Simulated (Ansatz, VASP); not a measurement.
# One calculation of BaRhO3, two programs

```xyz
5
Lattice="4.0250 0.0000 0.0000 0.0000 4.0250 0.0000 0.0000 0.0000 4.0250" Properties=species:S:1:pos:R:3 pbc="T T T"
Ba    0.0000    0.0000    0.0000
Rh    2.0125    2.0125    2.0125
O     2.0125    0.0000    2.0125
O     0.0000    2.0125    2.0125
O     2.0125    2.0125    0.0000
```

Alike in both runs: task single point; functional LDA; k mesh 6 × 6 × 6; occupations gaussian, width 0.1 eV; no spin polarisation.

```csv
,VASP,Ansatz
version,VASP 6.6.1,Ansatz 0.2.0
potentials or method,"VASP PAW LDA potentials, release 64 (Ba_sv, Rh_pv, O), cutoff 520 eV","plane waves, PAW"
valence electrons in the cell,43,45
```

|  | VASP | Ansatz | Ansatz less VASP |
| --- | --- | --- | --- |
| pressure (GPa) | -7.7 | -9.6 | -1.99 |

LDA's correlation is that of Perdew and Zunger in VASP and of Perdew and Wang (1992) in Ansatz. VASP's potentials hold 43 valence electrons a cell and Ansatz's 45, so a difference there can come from the potentials and not from the codes.

Spin-orbit coupling is off throughout.
